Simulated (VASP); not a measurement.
# GaN (P6_3mc) in VASP: vibrations by perturbation theory with PBE

Aim: the vibrations by perturbation theory of GaN with PBE.

Program: VASP 6.6.1. These are calculated values, not measurements. Logs are shortened: lines on timing, memory, paths and dates and some standing lists are left out, and cuts for length are marked.

### 1 The cell of the first run

It takes space group P6_3mc (No. 186, hexagonal). The conventional cell has a = 3.219 Å, b = 3.219 Å, c = 5.241 Å, α = 90.00°, β = 90.00°, γ = 120.00°. Ga (site symmetry 3m) has 4 N at 1.97 to 1.98 Å within 2.6 Å. N (site symmetry 3m) has 4 Ga at 1.97 to 1.98 Å within 2.6 Å.

### 2 Vibrations by perturbation theory, PBE (atoms moved at random)

Contents of POSCAR:

```
Ga N
 1.0000000000000000
     6.4373357813999998    0.0000000000000000    0.0000000000000000
    -3.2186678905999999    5.5748963193999996    0.0000000000000000
     0.0000000000000000    0.0000000000000000    5.2412628264999999
 Ga  N
   8   8
Direct
  0.1666666666499984  0.3333333333500015  0.0000643896007500
  0.1666666666499984  0.8333333333500015  0.0000643896007500
  0.6666666666499983  0.3333333333500015  0.0000643896007500
  0.6666666666499983  0.8333333333500015  0.0000643896007500
  0.3333333333500014  0.1666666666499985  0.5000643896007501
  0.3333333333500013  0.6666666666499983  0.5000643896007501
  0.8333333333500011  0.1666666666499985  0.5000643896007501
  0.8333333333500013  0.6666666666499983  0.5000643896007501
  0.1666666666499984  0.3333333333500015  0.3769356103992526
  0.1666666666499984  0.8333333333500015  0.3769356103992526
  0.6666666666499983  0.3333333333500015  0.3769356103992526
  0.6666666666499983  0.8333333333500015  0.3769356103992526
  0.3333333333500014  0.1666666666499985  0.8769356103992524
  0.3333333333500013  0.6666666666499983  0.8769356103992524
  0.8333333333500011  0.1666666666499985  0.8769356103992524
  0.8333333333500013  0.6666666666499983  0.8769356103992524
```

Contents of INCAR.step1:

```
PREC = Accurate
ENCUT = 600
EDIFF = 1E-8
ISMEAR = 0
SIGMA = 0.02
LREAL = False
LASPH = True
NELM = 60
ALGO = Normal
ISIF = 3
LWAVE = False
LCHARG = False
GGA = PE
IBRION = 2
NSW = 40
EDIFFG = -0.002
```

Contents of INCAR.step2:

```
PREC = Accurate
ENCUT = 600
EDIFF = 1E-8
ISMEAR = 0
SIGMA = 0.02
LREAL = False
LASPH = True
NELM = 60
ALGO = Normal
ISIF = 2
LWAVE = False
LCHARG = False
GGA = PE
IBRION = 8
NSW = 1
```

Contents of KPOINTS:

```
Automatic mesh
0
Gamma
  3 3 3
```

Potentials or basis: VASP PAW PBE potentials, release 64 (Ga_d, N).

Launch:

```sh
cat potpaw_PBE.64/Ga_d/POTCAR potpaw_PBE.64/N/POTCAR > POTCAR
cp INCAR.step1 INCAR
mpirun -np 1 vasp_std > vasp.out
cp CONTCAR POSCAR
cp INCAR.step2 INCAR
mpirun -np 1 vasp_std > vasp.out
```

OUTCAR:

```text
PREC = Accurate
   ENCUT = 600
   EDIFF = 1E-8
   ISMEAR = 0
   LREAL = False
   LASPH = True
   NELM = 60
   ISIF = 2
   GGA = PE
   IBRION = 8
   NSW = 1

 ion  position               nearest neighbor table
   1  0.167  0.333  0.000-  14 1.97  15 1.97  13 1.97   9 1.97
   2  0.167  0.833  0.000-  13 1.97  16 1.97  14 1.97  10 1.97
   3  0.667  0.333  0.000-  16 1.97  13 1.97  15 1.97  11 1.97
   4  0.667  0.833  0.000-  15 1.97  14 1.97  16 1.97  12 1.97
   5  0.333  0.167  0.500-  10 1.97  11 1.97   9 1.97  13 1.97
   6  0.333  0.667  0.500-   9 1.97  12 1.97  10 1.97  14 1.97
[... 8 lines left out ...]
  15  0.833  0.167  0.877-   4 1.97   1 1.97   3 1.97   7 1.97
  16  0.833  0.667  0.877-   3 1.97   2 1.97   4 1.97   8 1.97
[... 7 lines left out ...]
 A1 = (   6.4355517500,  -0.0000000000,   0.0000000000)
 A2 = (  -3.2177758749,   5.5733513029,   0.0000000000)
 A3 = (   0.0000000000,   0.0000000000,   5.2421106254)

[... 818 lines left out ...]
  5Z    -0.756712    0.436888    2.439094   -0.000000   -0.873776    2.439094    0.756712    0.436888    2.439094    0.000000   -0.000000    0.554307    0.000000    0.000000  -15.714659   -0.500692   -0.289075   -0.936146    0.000000    0.578150   -0.936146    0.500692   -0.289075   -0.936146    2.014429   -1.163031    1.505528    0.000000    2.326062    1.505528   -2.014429   -1.163031    1.505528    0.000000   -0.000000    0.098036    0.000000    0.000000    5.892567    0.108341    0.062551    0.048107   -0.000000   -0.125101    0.048107   -0.108341    0.062551    0.048107
  6X     0.277305    0.000000    0.000000    0.209416    0.039196    0.764554   -0.332142   -0.000000    0.000000    0.209416   -0.039196   -0.764554    0.273343   -2.368927   -0.494048  -16.931390   -0.000000    0.000000    0.273343    2.368927    0.494048    4.376444   -0.000000    0.000000    0.786741    0.000000    0.000000    4.909357   -2.380193    1.496717   -0.017002   -0.000000    0.000000    4.909357    2.380193   -1.496717    0.032224    0.441397   -0.168873    1.723664    0.000000   -0.000000    0.032224   -0.441397    0.168873   -0.732299    0.000000    0.000000
  6Y     0.000000    0.186787    0.882831    0.039196    0.254675   -0.441415   -0.000000   -0.332142    0.000000   -0.039196    0.254675   -0.441415   -2.368927    3.008744   -0.285239   -0.000000  -16.931390    0.000000    2.368927    3.008744   -0.285239   -0.000000   -1.094358    0.570477    0.000000    6.283562    1.728260   -2.380193    2.160946   -0.864130   -0.000000   -0.017002    0.000000    2.380193    2.160946   -0.864130    0.441397   -0.477458   -0.097499    0.000000    1.723664    0.000000   -0.441397   -0.477458   -0.097499    0.000000    0.287065    0.194998
[... 17 lines left out ...]
 12Y    -0.450871   -0.489257   -0.065204    0.000000    0.291675    0.130409    0.450871   -0.489257   -0.065204    0.000000    1.748098   -0.000000   -0.000000   -0.027530    0.000000    2.382113    2.164663   -1.169274    0.000000    6.290604    2.338547   -2.382113    2.164663   -1.169274    1.395309    2.208588   -0.001218   -0.000000   -0.208157    0.002437   -1.395309    2.208588   -0.001218   -0.000000  -16.455304   -0.000000   -0.000000   -0.038324   -0.000000    0.455272   -0.052534    0.141517    0.000000    0.736020   -0.283033   -0.455272   -0.052534    0.141517
 12Z    -0.182702    0.105483    0.046985   -0.000000   -0.210967    0.046985    0.182702    0.105483    0.046985    0.000000    0.000000    5.877600    0.000000    0.000000    0.088139   -1.507879   -0.870574    1.514890    0.000000    1.741149    1.514890    1.507879   -0.870574    1.514890    0.004922   -0.002842    0.061155    0.000000    0.005684    0.061155   -0.004922   -0.002842    0.061155    0.000000    0.000000  -16.525920    0.000000   -0.000000    0.047830   -0.252299   -0.145665    1.881087    0.000000    0.291330    1.881087    0.252299   -0.145665    1.881087
 13X     4.915290   -2.382113   -2.025241    0.789349    0.000000   -0.000000    4.915290    2.382113    2.025241   -0.027530   -0.000000   -0.000000    1.748098    0.000000   -0.000000    0.031364    0.450871    0.112937   -0.749568    0.000000   -0.000000    0.031364   -0.450871   -0.112937    0.473169   -0.455272    0.245114   -0.315386    0.000000    0.000000    0.473169    0.455272   -0.245114   -0.038324   -0.000000    0.000000  -16.455304   -0.000000    0.000000    0.597424   -1.395309    0.002110    3.014170   -0.000000   -0.000000    0.597424    1.395309   -0.002110
 13Y    -2.382113    2.164663    1.169274    0.000000    6.290604   -2.338547    2.382113    2.164663    1.169274   -0.000000   -0.027530    0.000000    0.000000    1.748098    0.000000    0.450871   -0.489257    0.065204    0.000000    0.291675   -0.130409   -0.450871   -0.489257    0.065204   -0.455272   -0.052534   -0.141517    0.000000    0.736020    0.283033    0.455272   -0.052534   -0.141517   -0.000000   -0.038324    0.000000   -0.000000  -16.455304    0.000000   -1.395309    2.208588    0.001218   -0.000000   -0.208157   -0.002437    1.395309    2.208588    0.001218
 13Z    -1.507879    0.870574    1.514890   -0.000000   -1.741149    1.514890    1.507879    0.870574    1.514890   -0.000000    0.000000    0.088139   -0.000000   -0.000000    5.877600   -0.182702   -0.105483    0.046985    0.000000    0.210967    0.046985    0.182702   -0.105483    0.046985   -0.252299    0.145665    1.881087   -0.000000   -0.291330    1.881087    0.252299    0.145665    1.881087   -0.000000    0.000000    0.047830    0.000000    0.000000  -16.525920    0.004922    0.002842    0.061155   -0.000000   -0.005684    0.061155   -0.004922    0.002842    0.061155
 14X     0.789349    0.000000   -0.000000    4.915290   -2.382113   -2.025241   -0.027530   -0.000000   -0.000000    4.915290    2.382113    2.025241    0.031364    0.450871    0.112937    1.748098    0.000000   -0.000000    0.031364   -0.450871   -0.112937   -0.749568    0.000000   -0.000000   -0.315386    0.000000    0.000000    0.473169   -0.455272    0.245114   -0.038324   -0.000000    0.000000    0.473169    0.455272   -0.245114    0.597424   -1.395309    0.002110  -16.455304   -0.000000    0.000000    0.597424    1.395309   -0.002110    3.014170   -0.000000   -0.000000
 14Y     0.000000    6.290604   -2.338547   -2.382113    2.164663    1.169274   -0.000000   -0.027530    0.000000    2.382113    2.164663    1.169274    0.450871   -0.489257    0.065204    0.000000    1.748098    0.000000   -0.450871   -0.489257    0.065204    0.000000    0.291675   -0.130409    0.000000    0.736020    0.283033   -0.455272   -0.052534   -0.141517   -0.000000   -0.038324    0.000000    0.455272   -0.052534   -0.141517   -1.395309    2.208588    0.001218   -0.000000  -16.455304    0.000000    1.395309    2.208588    0.001218   -0.000000   -0.208157   -0.002437
 14Z    -0.000000   -1.741149    1.514890   -1.507879    0.870574    1.514890   -0.000000    0.000000    0.088139    1.507879    0.870574    1.514890   -0.182702   -0.105483    0.046985   -0.000000   -0.000000    5.877600    0.182702   -0.105483    0.046985    0.000000    0.210967    0.046985   -0.000000   -0.291330    1.881087   -0.252299    0.145665    1.881087   -0.000000    0.000000    0.047830    0.252299    0.145665    1.881087    0.004922    0.002842    0.061155    0.000000    0.000000  -16.525920   -0.004922    0.002842    0.061155   -0.000000   -0.005684    0.061155
 15X     4.915290    2.382113    2.025241   -0.027530   -0.000000   -0.000000    4.915290   -2.382113   -2.025241    0.789349    0.000000   -0.000000   -0.749568    0.000000   -0.000000    0.031364   -0.450871   -0.112937    1.748098    0.000000   -0.000000    0.031364    0.450871    0.112937    0.473169    0.455272   -0.245114   -0.038324   -0.000000    0.000000    0.473169   -0.455272    0.245114   -0.315386    0.000000    0.000000    3.014170   -0.000000   -0.000000    0.597424    1.395309   -0.002110  -16.455304   -0.000000    0.000000    0.597424   -1.395309    0.002110
 15Y     2.382113    2.164663    1.169274   -0.000000   -0.027530    0.000000   -2.382113    2.164663    1.169274    0.000000    6.290604   -2.338547    0.000000    0.291675   -0.130409   -0.450871   -0.489257    0.065204    0.000000    1.748098    0.000000    0.450871   -0.489257    0.065204    0.455272   -0.052534   -0.141517   -0.000000   -0.038324    0.000000   -0.455272   -0.052534   -0.141517    0.000000    0.736020    0.283033   -0.000000   -0.208157   -0.002437    1.395309    2.208588    0.001218   -0.000000  -16.455304    0.000000   -1.395309    2.208588    0.001218
 15Z     1.507879    0.870574    1.514890   -0.000000    0.000000    0.088139   -1.507879    0.870574    1.514890   -0.000000   -1.741149    1.514890    0.000000    0.210967    0.046985    0.182702   -0.105483    0.046985   -0.000000   -0.000000    5.877600   -0.182702   -0.105483    0.046985    0.252299    0.145665    1.881087   -0.000000    0.000000    0.047830   -0.252299    0.145665    1.881087   -0.000000   -0.291330    1.881087   -0.000000   -0.005684    0.061155   -0.004922    0.002842    0.061155    0.000000    0.000000  -16.525920    0.004922    0.002842    0.061155
 16X    -0.027530   -0.000000   -0.000000    4.915290    2.382113    2.025241    0.789349    0.000000   -0.000000    4.915290   -2.382113   -2.025241    0.031364   -0.450871   -0.112937   -0.749568    0.000000   -0.000000    0.031364    0.450871    0.112937    1.748098    0.000000   -0.000000   -0.038324   -0.000000    0.000000    0.473169    0.455272   -0.245114   -0.315386    0.000000    0.000000    0.473169   -0.455272    0.245114    0.597424    1.395309   -0.002110    3.014170   -0.000000   -0.000000    0.597424   -1.395309    0.002110  -16.455304   -0.000000    0.000000
 16Y    -0.000000   -0.027530    0.000000    2.382113    2.164663    1.169274    0.000000    6.290604   -2.338547   -2.382113    2.164663    1.169274   -0.450871   -0.489257    0.065204    0.000000    0.291675   -0.130409    0.450871   -0.489257    0.065204    0.000000    1.748098    0.000000   -0.000000   -0.038324    0.000000    0.455272   -0.052534   -0.141517    0.000000    0.736020    0.283033   -0.455272   -0.052534   -0.141517    1.395309    2.208588    0.001218   -0.000000   -0.208157   -0.002437   -1.395309    2.208588    0.001218   -0.000000  -16.455304    0.000000
 16Z    -0.000000    0.000000    0.088139    1.507879    0.870574    1.514890   -0.000000   -1.741149    1.514890   -1.507879    0.870574    1.514890    0.182702   -0.105483    0.046985    0.000000    0.210967    0.046985   -0.182702   -0.105483    0.046985   -0.000000   -0.000000    5.877600   -0.000000    0.000000    0.047830    0.252299    0.145665    1.881087   -0.000000   -0.291330    1.881087   -0.252299    0.145665    1.881087   -0.004922    0.002842    0.061155   -0.000000   -0.005684    0.061155    0.004922    0.002842    0.061155    0.000000    0.000000  -16.525920

 Eigenvectors and eigenvalues of the dynamical matrix
   1 f  =   19.735881 THz   124.004197 2PiTHz  658.318128 cm-1    81.621009 meV
   2 f  =   19.735881 THz   124.004197 2PiTHz  658.318128 cm-1    81.621009 meV
   3 f  =   19.735881 THz   124.004197 2PiTHz  658.318128 cm-1    81.621009 meV
   4 f  =   19.622128 THz   123.289467 2PiTHz  654.523741 cm-1    81.150565 meV
   5 f  =   19.101691 THz   120.019466 2PiTHz  637.163839 cm-1    78.998212 meV
   6 f  =   19.101691 THz   120.019466 2PiTHz  637.163839 cm-1    78.998212 meV
[... 37 lines left out ...]
  44 f  =    4.010540 THz    25.198969 2PiTHz  133.777231 cm-1    16.586255 meV
  45 f  =    4.010540 THz    25.198969 2PiTHz  133.777231 cm-1    16.586255 meV
  46 f/i=    0.000037 THz     0.000235 2PiTHz    0.001245 cm-1     0.000154 meV
  47 f/i=    0.002350 THz     0.014768 2PiTHz    0.078402 cm-1     0.009721 meV
  48 f/i=    0.002350 THz     0.014768 2PiTHz    0.078402 cm-1     0.009721 meV

 ELASTIC MODULI CONTR FROM IONIC RELAXATION (kBar)
 Direction    XX          YY          ZZ          XY          YZ          ZX
 --------------------------------------------------------------------------------
 XX        -491.4910    237.3137    239.6855     -0.0000     -0.0000     -0.0000
 YY         237.3137   -491.4910    239.6855     -0.0000      0.0000      0.0000
 ZZ         239.6855    239.6855   -452.0399      0.0000      0.0000      0.0000
 XY          -0.0000     -0.0000      0.0000   -364.4023      0.0000      0.0000
 YZ           0.0000      0.0000      0.0000      0.0000   -122.9054     -0.0000
 ZX          -0.0000      0.0000      0.0000     -0.0000     -0.0000   -123.6418
 --------------------------------------------------------------------------------
```

It took 2.3 h on 1 thread of Intel Xeon Platinum 8175M at 2.50GHz (Skylake/Cascade Lake), shared host; peak memory 0.8 GiB.

Results:

| Item | Value |
| --- | --- |
| Highest phonon frequency at Γ, LO-TO splitting left out | 658 cm⁻¹ |

Phonon frequencies in cm⁻¹ (negative: imaginary):
| q point | frequencies |
| --- | --- |
| (0.000, 0.000, 0.000) | 0 0 0 134 134 134 136 136 176 176 176 186 186 186 224 224 224 295 295 295 304 304 304 320 498 521 521 528 528 539 539 539 551 551 551 572 572 572 603 603 603 637 637 637 655 658 658 658 |

Caveat: the k points lie up to 0.40 Å⁻¹ apart; the cell differs from its parent crystal (atoms moved at random).
